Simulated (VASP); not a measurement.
**B2P: single point with PBE**

The system is B2P.

```xyz
6
Lattice="3.8987 0.0000 0.0000 0.0000 4.7583 0.0000 0.0000 0.0000 2.9705" Properties=species:S:1:pos:R:3 pbc="T T T"
B     0.7813    1.8020    0.0000
B     3.1174    2.9563    0.0000
B     2.7306    0.5772    1.4852
B     1.1680    4.1811    1.4852
P     0.0000    0.0000    0.0000
P     1.9493    2.3792    1.4852
```

```yaml
Program: VASP 6.6.1
Task: single point
Functional: PBE
Potentials_or_basis: VASP PAW PBE potentials, release 64 (B, P)
Cutoff: 520 eV
k_mesh: 6 × 4 × 6
Occupations: gaussian, width 0.1 eV
Spin: no spin polarisation
```

```
Pressure               : 18.8 GPa
Largest force          : 2.455 eV/Å
Band gap on the k mesh : zero (band 11 reaches 10.05 eV, above the bottom of band 12 at 5.91 eV)
```

Forces on the atoms (eV/Å):
```
B   -2.105  1.264  0.000
B    2.105 -1.264  0.000
B   -2.105 -1.264  0.000
B    2.105  1.264  0.000
P    0.000  0.000  0.000
P    0.000  0.000  0.000
```

Stress tensor (GPa, compression positive):
```
 5.95  0.00  0.00
 0.00 23.47  0.00
 0.00  0.00 26.89
```

Levels at points of the mesh, in eV from the Fermi level:
```
           k point  band 8  band 9  band 10  band 11  band 12  band 13  band 14  band 15
(0.00, 0.00, 0.00)   -3.74   -2.50    -1.98    -0.67     1.31     2.20     2.43     2.76
(0.50, 0.00, 0.00)   -2.40   -0.48    -0.48     1.33     1.33     1.70     1.70     5.28
(0.00, 0.50, 0.00)   -3.30   -2.98    -2.98     0.37     0.37     3.29     3.29     4.84
(0.50, 0.50, 0.00)   -1.98   -1.37    -1.37     0.17     0.17     0.54     0.54     3.28
(0.00, 0.00, 0.50)   -4.84   -3.58    -3.58    -0.86    -0.86     0.92     0.92     3.26
(0.50, 0.00, 0.50)   -5.53   -5.43    -5.43    -2.78    -2.78     2.75     2.75     8.90
(0.00, 0.50, 0.50)   -4.52   -2.40    -2.40    -1.30    -1.30    -0.14    -0.14     1.62
(0.50, 0.50, 0.50)   -7.54   -1.53    -1.53     0.61     0.61     1.43     1.43     5.73
```

Wall time 25 s on 1 thread of AMD EPYC 9R45 96-Core Processor (Zen 5), with other jobs on the host, peak memory 0.15 GiB.

Caveat: forces of over 1 eV/Å act on the atoms, so gaps and moduli don't describe the material at rest.
